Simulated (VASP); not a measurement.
# PtS2 (P-3m1) in VASP: notebook, part 2 of 3

VASP 6.6.1. The steps go on from the part before.

## 3. Single point, LDA

This run uses another cell than the first one, of the same volume but with other edges.

INCAR reads:

```
SYSTEM = PtS2
ALGO = Normal
EDIFF = 1E-6
ENCUT = 520
GGA = CA
ISIF = 2
ISMEAR = 0
LASPH = .True.
LCHARG = .False.
LREAL = .False.
LWAVE = .False.
NBANDS = 18
NELM = 60
PREC = Accurate
SIGMA = 0.05
```

KPOINTS reads:

```
k-points
0
Gamma
  12 12 8
  0 0 0
```

POSCAR reads:

```
PtS2
1.0
    3.4860411020      0.0000000000      0.0000000000
   -1.7430205510      3.0190001530      0.0000000000
    0.0000000000      0.0000000000      5.2053905590
Pt S
1 2
Direct
    0.0000000000      0.0000000000      0.0000000000
    0.3333333333      0.6666666667      0.2500000000
    0.6666666667      0.3333333333      0.7500000000
```

Potentials or basis: VASP PAW LDA potentials, release 64 (Pt, S).

The run is started by

```bash
$ cat potpaw_LDA.64/Pt/POTCAR potpaw_LDA.64/S/POTCAR > POTCAR
$ mpirun -np 1 vasp_std > vasp.out
```

OUTCAR:

```text
SYSTEM = PtS2
   EDIFF = 1E-6
   ENCUT = 520
   GGA = CA
   ISIF = 2
   ISMEAR = 0
   LASPH = .True.
   LREAL = .False.
   NELM = 60
   PREC = Accurate

 ion  position               nearest neighbor table
   1  0.000  0.000  0.000-   2 2.40   3 2.40   3 2.40   2 2.40   3 2.40   2 2.40
   2  0.333  0.667  0.250-   1 2.40   1 2.40   1 2.40
   3  0.667  0.333  0.750-   1 2.40   1 2.40   1 2.40

  LATTYP: Found a hexagonal cell.
 ALAT       =     3.4860411020
 C/A-ratio  =     1.4932097490

  Lattice vectors:

 A1 = (   3.4860411020,   0.0000000000,   0.0000000000)
 A2 = (  -1.7430205510,   3.0190001530,   0.0000000000)
 A3 = (   0.0000000000,   0.0000000000,   5.2053905590)

Analysis of symmetry for initial positions (statically):
=====================================================================
 Subroutine PRICEL returns:
 Original cell was already a primitive cell.

 Routine SETGRP: Setting up the symmetry group for a
 hexagonal supercell.

 Subroutine GETGRP returns: Found 12 space group operations
 (whereof 12 operations were pure point group operations)
 out of a pool of 24 trial point group operations.

The static configuration has the point symmetry D_3d.

Analysis of symmetry for dynamics (positions and initial velocities):
=====================================================================
 Subroutine PRICEL returns:
 Original cell was already a primitive cell.

 Routine SETGRP: Setting up the symmetry group for a
 hexagonal supercell.

 Subroutine GETGRP returns: Found 12 space group operations
 (whereof 12 operations were pure point group operations)
 out of a pool of 24 trial point group operations.

The dynamic configuration has the point symmetry D_3d.

 Subroutine INISYM returns: Found 12 space group operations
 (whereof 12 operations are pure point group operations),
 and found     1 'primitive' translations

----------------------------------------------------------------------------------------

                                     Primitive cell

  volume of cell :      54.7834

  direct lattice vectors                    reciprocal lattice vectors
     3.486041102  0.000000000  0.000000000     0.286858350  0.165617746  0.000000000
    -1.743020551  3.019000153  0.000000000     0.000000000  0.331235492  0.000000000
     0.000000000  0.000000000  5.205390559     0.000000000  0.000000000  0.192108544

  length of vectors
     3.486041102  3.486041102  5.205390559     0.331235492  0.331235492  0.192108544

  position of ions in fractional coordinates (direct lattice)
     0.000000000  0.000000000  0.000000000
     0.333333333  0.666666667  0.250000000
     0.666666667  0.333333333  0.750000000

  ion indices of the primitive-cell ions
   primitive index   ion index
                 1           1
                 2           2
                 3           3

----------------------------------------------------------------------------------------

 KPOINTS: k-points

Automatic generation of k-mesh.
 Grid dimensions read from file:
 generate k-points for:   12   12    8

 Generating k-lattice:

  Cartesian coordinates                     Fractional coordinates (reciprocal lattice)
     0.023904863  0.013801479  0.000000000     0.083333333  0.000000000  0.000000000
     0.000000000  0.027602958  0.000000000     0.000000000  0.083333333  0.000000000
     0.000000000  0.000000000  0.024013568     0.000000000  0.000000000  0.125000000

  Length of vectors
     0.027602958  0.027602958  0.024013568

  Shift w.r.t. Gamma in fractional coordinates (k-lattice)
     0.000000000  0.000000000  0.000000000

 Subroutine IBZKPT returns following result:
 ===========================================

 Found    131 irreducible k-points:

 Following reciprocal coordinates:
            Coordinates               Weight
  0.000000  0.000000  0.000000      1.000000
  0.083333  0.000000  0.000000      6.000000
  0.166667  0.000000  0.000000      6.000000
  0.250000 -0.000000  0.000000      6.000000
  0.333333  0.000000  0.000000      6.000000
  0.416667 -0.000000  0.000000      6.000000
[... 16 lines left out ...]
  0.166667  0.000000  0.125000      6.000000
  0.000000  0.166667  0.125000      6.000000
 [... further k-points ...]
   k-points           NKPTS =    131   k-points in BZ     NKDIM =    131   number of bands    NBANDS=     18
   number of dos      NEDOS =    301   number of ions     NIONS =      3
   total plane-waves  NPLWV =  31360
   dimension x,y,z NGX =    28 NGY =   28 NGZ =   40
   dimension x,y,z NGXF=    56 NGYF=   56 NGZF=   80
   ions per type =               1   2
   NGX,Y,Z   is equivalent  to a cutoff of  13.35, 13.35, 12.77 a.u.
   NGXF,Y,Z  is equivalent  to a cutoff of  26.71, 26.71, 25.55 a.u.
 SYSTEM =  PtS2
   PREC   = accura    normal or accurate (medium, high low for compatibility)
   ISTART =      0    job   : 0-new  1-cont  2-samecut
   ICHARG =      2    charge: 1-file 2-atom 10-const
   ISPIN  =      1    spin polarized calculation?
   LNONCOLLINEAR =      F non collinear calculations
   LSORBIT =      F    spin-orbit coupling
   LASPH  =      T    aspherical Exc in radial PAW
   ENCUT  =  520.0 eV  38.22 Ry    6.18 a.u.   6.48  6.48  9.68*2*pi/ulx,y,z
   NELM   =     60;   NELMIN=  2; NELMDL= -5     # of ELM steps
   EDIFF  = 0.1E-05   stopping-criterion for ELM
   LREAL  =      F    real-space projection
[... 7 lines left out ...]
   TEBEG  =    0.0;   TEEND  =   0.0 temperature during run
   PSTRESS=    0.0 pullay stress
   NELECT =      22.0000    total number of electrons
   NUPDOWN=      -1.0000    fix difference up-down
   EMIN   =  10.00;   EMAX   =-10.00  energy-range for DOS
   EFERMI =   0.00;   METHOD = LEGACY
   ISMEAR =     0;   SIGMA  =   0.05  broadening in eV -4-tet -1-fermi 0-gaus
   EFERMI_NEDOS =   21; number of points for ismear=-14 and -15
   IALGO  =     38    algorithm
   IMIX   =      4    mixing-type and parameters
     AMIX     =   0.40;   BMIX     =  1.00
     AMIX_MAG =   1.60;   BMIX_MAG =  1.00
  volume/ion in A,a.u.               =      18.26       123.23
  Fermi-wavevector in a.u.,A,eV,Ry     =   1.207812  2.282434 19.848319  1.458810
  Thomas-Fermi vector in A             =   2.343439
   LORBIT       =      0    0 simple, 1 ext, 2 COOP (PROOUT), +10 PAW based schemes
   GGA     = CA    functional components
   LHFCALC =     F    Hartree Fock is set to
   AEXX    =    0.0000 exact exchange contribution
   IVDW    =     0    specifies the selected vdW correction
   LEPSILON=     F    determine dielectric tensor
   LRPA    =     F    only Hartree local field effects (RPA)
 non-spin polarized calculation
 Gauss-broadening in eV      SIGMA  =   0.05
  energy-cutoff  :      520.00
  volume of cell :       54.78
 maximum number of plane-waves:      1519
 NGX is ok and might be reduce to    28

 number of electron      22.0000002 magnetization

 Free energy of the ion-electron system (eV)
  ---------------------------------------------------
  ext. energy  EPLUGINS =         0.00000000
  ---------------------------------------------------
  free energy    TOTEN  =       -18.08553333 eV

  energy without entropy =      -18.08553333  energy(sigma->0) =      -18.08553333

 E-fermi :   6.8228     XC(G=0): -10.9912

 val. band max:        6.5861769709   @ k =   0.0000   0.1667   0.2500
 cond. band min:       7.1950090226   @ k =   0.0000   0.2500   0.3750
 fundamental gap:      0.6088320517
 Fermi energy:         6.8228289243

 k-point     1 :       0.0000    0.0000    0.0000
  band No.  band energies     occupation
      1      -8.5004      2.00000
      2      -5.8141      2.00000
      3      -0.4881      2.00000
      4       0.3234      2.00000
      5       0.3234      2.00000
      6       2.8804      2.00000
[... 10 lines left out ...]
     17      14.8257      0.00000
     18      19.2811      0.00000
[... 463 lines left out ...]
 k-point    24 :       0.0000    0.1667    0.1250
  band No.  band energies     occupation
      1      -8.1016      2.00000
      2      -6.0011      2.00000
      3      -0.1188      2.00000
      4       0.4977      2.00000
      5       0.6285      2.00000
      6       2.2175      2.00000
[... 10 lines left out ...]
     17      15.8971      0.00000
     18      16.1326      0.00000

 [... further k-points ...]

------------------------ aborting loop because EDIFF is reached ----------------------------------------

  FORCE on cell =-STRESS in cart. coord.  units (eV):
  Direction    XX          YY          ZZ          XY          YZ          ZX
  --------------------------------------------------------------------------------------
  -------------------------------------------------------------------------------------
  Total       -0.6559149     -0.6559149     -2.7086486      0.0000000      0.0000000      0.0000000
  in kB      -19.1826724    -19.1826724    -79.2162519      0.0000000      0.0000000      0.0000000
  external PRESSURE =     -39.1938656 kB  Pullay stress =       0.0000000 kB

 VOLUME and BASIS-vectors are now :
 -----------------------------------------------------------------------------
  energy-cutoff  :      520.00
  volume of cell :       54.78
      direct lattice vectors                 reciprocal lattice vectors
     3.486041102  0.000000000  0.000000000     0.286858350  0.165617746  0.000000000
    -1.743020551  3.019000153  0.000000000     0.000000000  0.331235492  0.000000000
     0.000000000  0.000000000  5.205390559     0.000000000  0.000000000  0.192108544

 POSITION                                       TOTAL-FORCE (eV/Angst)
 -----------------------------------------------------------------------------------
      0.00000      0.00000      0.00000        -0.000000      0.000000      0.000000
     -0.00000      2.01267      1.30135        -0.000000     -0.000000     -0.837488
      1.74302      1.00633      3.90404         0.000000      0.000000      0.837488
 -----------------------------------------------------------------------------------
    total drift:                               -0.000000     -0.000000     -0.000000

  FREE ENERGIE OF THE ION-ELECTRON SYSTEM (eV)
  ---------------------------------------------------
  free  energy   TOTEN  =       -18.0855333271 eV

  energy  without entropy=      -18.0855333271  energy(sigma->0) =      -18.08553333
```

OSZICAR:

```text
N       E                     dE             d eps       ncg     rms          rms(c)
DAV:   1     0.107612007184E+03    0.10761E+03   -0.10400E+04  4788   0.109E+03
DAV:   2    -0.140786414540E+02   -0.12169E+03   -0.11763E+03  5694   0.218E+02
DAV:   3    -0.193529988373E+02   -0.52744E+01   -0.52340E+01  5996   0.461E+01
DAV:   4    -0.194073136220E+02   -0.54315E-01   -0.54284E-01  6114   0.519E+00
DAV:   5    -0.194081252328E+02   -0.81161E-03   -0.81157E-03  6012   0.623E-01    0.180E+01
DAV:   6    -0.183709949368E+02    0.10371E+01   -0.55496E+00  4882   0.234E+01    0.114E+01
DAV:   7    -0.181202241901E+02    0.25077E+00   -0.11164E+00  4828   0.110E+01    0.556E+00
DAV:   8    -0.180894165755E+02    0.30808E-01   -0.69255E-02  5254   0.188E+00    0.106E+00
DAV:   9    -0.180855190355E+02    0.38975E-02   -0.80416E-03  5374   0.917E-01    0.246E-01
DAV:  10    -0.180855321822E+02   -0.13147E-04   -0.15824E-03  5532   0.256E-01    0.953E-02
DAV:  11    -0.180855337165E+02   -0.15343E-05   -0.86188E-05  5970   0.722E-02    0.534E-02
DAV:  12    -0.180855333271E+02    0.38944E-06   -0.71214E-06  5708   0.212E-02
   1 F= -.18085533E+02 E0= -.18085533E+02  d E =-.275478E-13
```

Run time: 2.5 min. Hardware: 1 thread of AMD EPYC 7R43 (Zen 3), shared host; peak memory 0.21 GiB.

What came out:

| Quantity | Value |
| --- | --- |
| Free energy | -18.0855 eV |
| Pressure | -3.9 GPa |
| Largest force | 0.837 eV/Å |
| Band gap on the k mesh | 0.61 eV, indirect (least direct gap 0.80 eV) |

Forces in eV/Å, atoms in the order of the input:
```
Pt   0.000  0.000  0.000
S    0.000  0.000 -0.837
S    0.000  0.000  0.837
```

Caveat: spin-orbit coupling is left out, which moves the levels of the heavy elements.

[end of part 2 of 3]
